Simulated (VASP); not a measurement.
# Os (Pm-3m) in VASP: further runs

Os is run at these levels: BLYP; tasks: relaxation of cell and atoms, single point.

All numbers are computed with VASP 6.6.1; they aren't measurements. Logs are shortened: lines on timing, memory, paths and dates and some standing lists are left out, and cuts for length are marked.

### Step 1. The cell of the first run

It takes space group Pm-3m (No. 221, cubic). The conventional cell has a = 2.472 Å, b = 2.472 Å, c = 2.472 Å, α = 90.00°, β = 90.00°, γ = 90.00°. Within 3.3 Å of Os (site symmetry m-3m) lie 6 Os at 2.47 Å.

This isn't the form of Os at room conditions, which is hcp.

### Step 2. Relaxation of cell and atoms, BLYP

INCAR reads:

```
PREC = Accurate
ENCUT = 560
EDIFF = 1E-7
ISMEAR = -1
SIGMA = 0.1
LREAL = False
LASPH = True
NELM = 120
ALGO = Normal
ISIF = 3
LWAVE = False
LCHARG = False
GGA = B5
ALDAX = 1.0
AGGAX = 1.0
AGGAC = 1.0
ALDAC = 0.0
IBRION = 2
NSW = 80
EDIFFG = -0.01
GGA_COMPAT = False
NELMIN = 4
```

KPOINTS reads:

```
Automatic mesh
0
Gamma
  13 13 13
```

POSCAR reads:

```
Os
1.0
    2.4722656457      0.0000000000      0.0000000000
    0.0000000000      2.4722656457      0.0000000000
    0.0000000000      0.0000000000      2.4722656457
Os
1
Direct
    0.0000000000      0.0000000000      0.0000000000
```

Potentials or basis: VASP PAW PBE potentials, release 64 (Os_sv_GW).

Started as:

```bash
$ cat potpaw_PBE.64/Os_sv_GW/POTCAR > POTCAR
$ mpirun -np 1 vasp_std > vasp.out
```

OUTCAR:

```text
PREC = Accurate
   ENCUT = 560
   EDIFF = 1E-7
   ISMEAR = -1
   LREAL = False
   LASPH = True
   NELM = 120
   ISIF = 3
   GGA = B5
   IBRION = 2
   NSW = 80
   EDIFFG = -0.01
   NELMIN = 4

 ion  position               nearest neighbor table
   1  0.000  0.000  0.000-

  LATTYP: Found a simple cubic cell.
 ALAT       =     2.4722656457

  Lattice vectors:

 A1 = (   2.4722656457,   0.0000000000,   0.0000000000)
 A2 = (   0.0000000000,   2.4722656457,   0.0000000000)
 A3 = (   0.0000000000,   0.0000000000,   2.4722656457)

Analysis of symmetry for initial positions (statically):
=====================================================================
 Subroutine PRICEL returns:
 Original cell was already a primitive cell.

 Routine SETGRP: Setting up the symmetry group for a
 simple cubic supercell.

 Subroutine GETGRP returns: Found 48 space group operations
 (whereof 48 operations were pure point group operations)
 out of a pool of 48 trial point group operations.

The static configuration has the point symmetry O_h .

Analysis of symmetry for dynamics (positions and initial velocities):
=====================================================================
 Subroutine PRICEL returns:
 Original cell was already a primitive cell.

 Routine SETGRP: Setting up the symmetry group for a
 simple cubic supercell.

 Subroutine GETGRP returns: Found 48 space group operations
 (whereof 48 operations were pure point group operations)
 out of a pool of 48 trial point group operations.

The dynamic configuration has the point symmetry O_h .

 Subroutine INISYM returns: Found 48 space group operations
 (whereof 48 operations are pure point group operations),
 and found     1 'primitive' translations

----------------------------------------------------------------------------------------

                                     Primitive cell

  volume of cell :      15.1107

  direct lattice vectors                    reciprocal lattice vectors
     2.472265646  0.000000000  0.000000000     0.404487277  0.000000000  0.000000000
     0.000000000  2.472265646  0.000000000     0.000000000  0.404487277  0.000000000
     0.000000000  0.000000000  2.472265646     0.000000000  0.000000000  0.404487277

  length of vectors
     2.472265646  2.472265646  2.472265646     0.404487277  0.404487277  0.404487277

  position of ions in fractional coordinates (direct lattice)
     0.000000000  0.000000000  0.000000000

  ion indices of the primitive-cell ions
   primitive index   ion index
                 1           1

----------------------------------------------------------------------------------------

 KPOINTS: Automatic mesh

Automatic generation of k-mesh.
 Grid dimensions read from file:
 generate k-points for:   13   13   13

 Generating k-lattice:

  Cartesian coordinates                     Fractional coordinates (reciprocal lattice)
     0.031114406  0.000000000  0.000000000     0.076923077  0.000000000  0.000000000
     0.000000000  0.031114406  0.000000000     0.000000000  0.076923077  0.000000000
     0.000000000  0.000000000  0.031114406     0.000000000  0.000000000  0.076923077

  Length of vectors
     0.031114406  0.031114406  0.031114406

  Shift w.r.t. Gamma in fractional coordinates (k-lattice)
     0.000000000  0.000000000  0.000000000

 Subroutine IBZKPT returns following result:
 ===========================================

 Found     84 irreducible k-points:

 Following reciprocal coordinates:
            Coordinates               Weight
  0.000000  0.000000  0.000000      1.000000
  0.076923  0.000000  0.000000      6.000000
  0.153846  0.000000  0.000000      6.000000
  0.230769  0.000000  0.000000      6.000000
  0.307692  0.000000  0.000000      6.000000
  0.384615  0.000000  0.000000      6.000000
[... 16 lines left out ...]
  0.307692  0.307692  0.000000     12.000000
  0.384615  0.307692  0.000000     24.000000
 [... further k-points ...]
   k-points           NKPTS =     84   k-points in BZ     NKDIM =     84   number of bands    NBANDS=     12
   number of dos      NEDOS =    301   number of ions     NIONS =      1
   total plane-waves  NPLWV =   8000
   dimension x,y,z NGX =    20 NGY =   20 NGZ =   20
   dimension x,y,z NGXF=    40 NGYF=   40 NGZF=   40
   ions per type =               1
   NGX,Y,Z   is equivalent  to a cutoff of  13.45, 13.45, 13.45 a.u.
   NGXF,Y,Z  is equivalent  to a cutoff of  26.90, 26.90, 26.90 a.u.
 SYSTEM =  unknown system
   PREC   = accura    normal or accurate (medium, high low for compatibility)
   ISTART =      0    job   : 0-new  1-cont  2-samecut
   ICHARG =      2    charge: 1-file 2-atom 10-const
   ISPIN  =      1    spin polarized calculation?
   LNONCOLLINEAR =      F non collinear calculations
   LSORBIT =      F    spin-orbit coupling
   LASPH  =      T    aspherical Exc in radial PAW
   ENCUT  =  560.0 eV  41.16 Ry    6.42 a.u.   4.77  4.77  4.77*2*pi/ulx,y,z
   NELM   =    120;   NELMIN=  4; NELMDL= -5     # of ELM steps
   EDIFF  = 0.1E-06   stopping-criterion for ELM
   LREAL  =      F    real-space projection
   EDIFFG = -.1E-01   stopping-criterion for IOM
   NSW    =     80    number of steps for IOM
   IBRION =      2    ionic relax: 0-MD 1-quasi-New 2-CG
   NFREE  =      1    steps in history (QN), initial steepest desc. (CG)
   ISIF   =      3    stress and relaxation
   ISYM   =      2    0-nonsym 1-usesym 2-fastsym
   POTIM  = 0.5000    time-step for ionic-motion
   TEBEG  =    0.0;   TEEND  =   0.0 temperature during run
   PSTRESS=    0.0 pullay stress
   NELECT =      16.0000    total number of electrons
   NUPDOWN=      -1.0000    fix difference up-down
   EMIN   =  10.00;   EMAX   =-10.00  energy-range for DOS
   EFERMI =   0.00;   METHOD = LEGACY
   ISMEAR =    -1;   SIGMA  =   0.10  broadening in eV -4-tet -1-fermi 0-gaus
   EFERMI_NEDOS =   21; number of points for ismear=-14 and -15
   IALGO  =     38    algorithm
   IMIX   =      4    mixing-type and parameters
     AMIX     =   0.40;   BMIX     =  1.00
     AMIX_MAG =   1.60;   BMIX_MAG =  1.00
  volume/ion in A,a.u.               =      15.11       101.97
  Fermi-wavevector in a.u.,A,eV,Ry     =   1.668603  3.153202 37.881831  2.784236
  Thomas-Fermi vector in A             =   2.754422
   LORBIT       =      0    0 simple, 1 ext, 2 COOP (PROOUT), +10 PAW based schemes
   GGA     = B5    functional components
   LHFCALC =     F    Hartree Fock is set to
   AEXX    =    0.0000 exact exchange contribution
   IVDW    =     0    specifies the selected vdW correction
   LEPSILON=     F    determine dielectric tensor
   LRPA    =     F    only Hartree local field effects (RPA)
 conjugate gradient relaxation of ions
 non-spin polarized calculation
  energy-cutoff  :      560.00
  volume of cell :       15.11
 maximum number of plane-waves:       466
 NGX is ok and might be reduce to    20
   NGX =  9   NGY =  9   NGZ =  9

--------------------------------------- Ionic step        1  -------------------------------------------

 number of electron      16.0000001 magnetization

 Free energy of the ion-electron system (eV)
  ---------------------------------------------------
  ext. energy  EPLUGINS =         0.00000000
  ---------------------------------------------------
  free energy    TOTEN  =        -9.28472685 eV

  energy without entropy =       -9.24708605  energy(sigma->0) =       -9.26590645

------------------------ aborting loop because EDIFF is reached ----------------------------------------

  FORCE on cell =-STRESS in cart. coord.  units (eV):
  Direction    XX          YY          ZZ          XY          YZ          ZX
  --------------------------------------------------------------------------------------
  -------------------------------------------------------------------------------------
  Total        4.6926366      4.6926366      4.6926366      0.0000000     -0.0000000      0.0000000
  in kB      497.5561544    497.5561544    497.5561544      0.0000000     -0.0000000      0.0000000
  external PRESSURE =     497.5561544 kB  Pullay stress =       0.0000000 kB
[... 20 lines left out ...]
  energy  without entropy=       -9.2470860520  energy(sigma->0) =       -9.26590645

--------------------------------------- Ionic step        2  -------------------------------------------

 number of electron      15.9999998 magnetization

 E-fermi :   4.6343     XC(G=0):  -9.8631

 val. band max:        4.6284716528   @ k =   0.3077   0.0769   0.0000
 cond. band min:       4.6378489909   @ k =   0.3077   0.1538   0.0769
 fundamental gap:      0.0093773380
 Fermi energy:         4.6343387090

 k-point     1 :       0.0000    0.0000    0.0000
  band No.  band energies     occupation
      1     -80.6182      2.00000
      2     -40.1633      2.00000
      3     -40.1633      2.00000
      4     -40.1633      2.00000
      5      -1.1181      2.00000
      6       1.7695      2.00000
      7       1.7695      2.00000
      8       5.5725      0.00017
      9       5.5725      0.00017
     10       5.5725      0.00017
     11      16.7115      0.00000
     12      16.7115      0.00000
[... 447 lines left out ...]
  energy  without entropy=       -9.5524641880  energy(sigma->0) =       -9.57697383

--------------------------------------- Ionic step        5  -------------------------------------------

 number of electron      15.9999997 magnetization

 Free energy of the ion-electron system (eV)
  ---------------------------------------------------
  ext. energy  EPLUGINS =         0.00000000
  ---------------------------------------------------
  free energy    TOTEN  =        -9.60209196 eV

  energy without entropy =       -9.55369926  energy(sigma->0) =       -9.57789561

 E-fermi :  10.6792     XC(G=0): -12.3807

 val. band max:       10.6725465453   @ k =   0.3077   0.1538   0.0000
 cond. band min:      10.6797269835   @ k =   0.3077   0.1538   0.0769
 fundamental gap:      0.0071804382
 Fermi energy:        10.6792163309

 k-point     1 :       0.0000    0.0000    0.0000
  band No.  band energies     occupation
      1     -75.1556      2.00000
      2     -34.3990      2.00000
      3     -34.3990      2.00000
      4     -34.3990      2.00000
      5       1.7835      2.00000
      6       5.0859      2.00000
      7       5.0859      2.00000
      8      12.7662      0.00000
      9      12.7662      0.00000
     10      12.7662      0.00000
     11      25.6887      0.00000
     12      25.6887      0.00000
[... 373 lines left out ...]
  FREE ENERGIE OF THE ION-ELECTRON SYSTEM (eV)
  ---------------------------------------------------
  free  energy   TOTEN  =        -9.6020919647 eV

  energy  without entropy=       -9.5536992634  energy(sigma->0) =       -9.57789561

 reached required accuracy - stopping structural energy minimisation
```

Run time: 49 s. Hardware: 1 thread of Intel Xeon 6975P-C (Granite Rapids), shared host; peak memory 0.14 GiB.

Results:

```yaml
Free_energy: -9.6021 eV
Relaxed_volume: 17.45 Å³/atom
Relaxed_cell: a = 2.594 Å, b = 2.594 Å, c = 2.594 Å, α = 90.00°, β = 90.00°, γ = 90.00°
Space_group_after_relaxing_to_0.1_Å: Pm-3m (No. 221)
Pressure_after_relaxing: 0.0 GPa
Band_gap_on_the_k_mesh: zero (bands 8 and 9 overlap by 5.02 eV)
```

Final structure:
```
Os
1.0
     2.59399    0.00000    0.00000
     0.00000    2.59399    0.00000
     0.00000    0.00000    2.59399
Os
1
Direct
  0.00000 0.00000 0.00000
```

Caveat: the volume moved by over 15 % at a fixed basis, so the end points are rough; the PAW data sets were made with another functional, which shifts forces and pressure a little; spin-orbit coupling is left out, which moves the levels of the heavy elements.

### Step 3. Single point, BLYP (18.93 Å³/atom)

This run uses another cell than the first one, of 18.93 Å³/atom.

INCAR reads:

```
AGGAC    = 1.0          
AGGAX    = 1.0          
ALDAC    = 0.0          
ALDAX    = 1.0          
ALGO     = Normal         # electronic algorithm
EDIFF    = 1E-6           # SCF threshold, eV
ENCUT    = 560            # plane-wave cutoff, eV
GGA      = B5             # functional
GGA_COMPAT= F            
ISIF     = 2              # what is computed and relaxed
ISMEAR   = -1             # smearing method
LASPH    = T              # aspherical terms in the spheres
LCHARG   = T              # write CHGCAR
LELF     = T              # ELF
LREAL    = F              # projectors in reciprocal space
LVHAR    = T            
LWAVE    = F              # write WAVECAR
NBANDS   = 14             # bands
NELM     = 120            # most SCF steps
PREC     = Accurate       # precision mode
SIGMA    = 0.1            # smearing width, eV
```

KPOINTS reads:

```
k-points
0
Gamma
  14 14 14
```

POSCAR reads:

```
Os
1.0
    2.6651460261      0.0000000000      0.0000000000
    0.0000000000      2.6651460261      0.0000000000
    0.0000000000      0.0000000000      2.6651460261
Os
1
Direct
    0.0000000000      0.0000000000      0.0000000000
```

Potentials or basis: VASP PAW PBE potentials, release 64 (Os_sv_GW).

Started as:

```bash
$ cat potpaw_PBE.64/Os_sv_GW/POTCAR > POTCAR
$ mpirun -np 1 vasp_std > vasp.out
```

It took 20 s on 1 thread of Intel Xeon Platinum 8559C (Emerald Rapids), shared host; peak memory 0.17 GiB.

It converged, with:

```yaml
Free_energy: -9.5682 eV
Pressure: -15.1 GPa
Band_gap_on_the_k_mesh: zero (bands 8 and 9 overlap by 4.69 eV)
```

Levels at points of the mesh, in eV from the Fermi level:
```csv
k point,band 6,band 7,band 8,band 9,band 10,band 11
"(0.00, 0.00, 0.00)",-4.98,-4.98,1.84,1.84,1.84,14.48
"(0.50, 0.00, 0.00)",-4.30,-0.77,-0.77,-0.47,2.11,5.95
"(0.50, 0.50, 0.00)",-3.90,-0.28,-0.28,3.83,4.40,4.40
"(0.50, 0.50, 0.50)",-4.26,-4.26,4.01,4.01,9.11,10.02
```

Caveat: the cell stands under tension; the PAW data sets were made with another functional, which shifts forces and pressure a little; spin-orbit coupling is left out, which moves the levels of the heavy elements.

The gap in the log of VASP goes by the Fermi energy; the results here count the filled bands.